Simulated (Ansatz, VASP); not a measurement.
## TiSi2 in VASP and in Ansatz

File INCAR:

```
SYSTEM = TiSi2
PREC = Accurate ; ENCUT = 520
EDIFF = 1E-6 ; ISMEAR = -1
SIGMA = 0.02 ; LREAL = .FALSE.
LASPH = .TRUE. ; NELM = 100
ALGO = Normal ; ISIF = 2
LWAVE = .FALSE. ; LCHARG = .TRUE.
GGA = PS ; LELF = .TRUE.
LVHAR = .TRUE. ; NBANDS = 29
```

File KPOINTS:

```
regular mesh
0
G
  9 9 9
  0 0 0
```

File POSCAR:

```
TiSi2
1.0
    0.0000000000      4.1175163063      4.2628978354
    2.3895119538      0.0000000000      4.2628978354
    2.3895119538      4.1175163063      0.0000000000
Ti Si
2 4
Direct
    0.7617291106      0.7617291106      0.7382708894
    0.5000000000      0.5000000000      0.5000000000
    0.4125656100      0.0874343900      0.4125656100
    0.0874343900      0.4125656100      0.0874343900
    0.1625656100      0.8374343900      0.1625656100
    0.8374343900      0.1625656100      0.8374343900
```

Input for Ansatz:

```yaml
crystal:
  lattice:
    - [0.0, 4.1175163063, 4.2628978354]
    - [2.3895119538, 0.0, 4.2628978354]
    - [2.3895119538, 4.1175163063, 0.0]
  atoms:
    - { symbol: Ti, position: [0.7617291106, 0.7617291106, 0.7382708894] }
    - { symbol: Ti, position: [0.5, 0.5, 0.5] }
    - { symbol: Si, position: [0.41256561, 0.08743439, 0.41256561] }
    - { symbol: Si, position: [0.08743439, 0.41256561, 0.08743439] }
    - { symbol: Si, position: [0.16256561, 0.83743439, 0.16256561] }
    - { symbol: Si, position: [0.83743439, 0.16256561, 0.83743439] }
hamiltonian:
  xc: pbesol
  pseudopotentials: { kind: paw }
kpoints:
  mp_grid: { grid: [9, 9, 9] }
scf:
  occupations: { method: fermi_dirac, width: 0.02 }
  convergence: { dr2_threshold: 1.0e-09 }
basis:
  ecutwfc: 600
output:
  forces: true
  stress: true
```

Alike in both runs: task single point; functional PBEsol; k mesh 9 × 9 × 9; occupations fermi-dirac, width 0.02 eV; no spin polarisation.

|  | VASP | Ansatz |
| --- | --- | --- |
| version | VASP 6.6.1 | Ansatz 0.2.0 |
| potentials or method | VASP PAW PBE potentials, release 64 (Ti_sv, Si), cutoff 520 eV | scalar-relativistic, plane waves, PAW |
| valence electrons in the cell | 40 | 40 |

|  | VASP | Ansatz | Ansatz less VASP |
| --- | --- | --- | --- |
| pressure (GPa) | -1.4 | -1.6 | -0.15 |
| traceless stress, the component that is largest in VASP (GPa) | 1.28 | 1.24 | -0.049 |
| rms of the force components (eV/Å) | 0.416 | 0.415 | -0.0019 |

VASP's potentials were made for PBE, not for PBEsol. Atom by atom the forces differ by 0.002 eV/Å (rms over components). Ansatz's warnings: stress scf threshold loose.
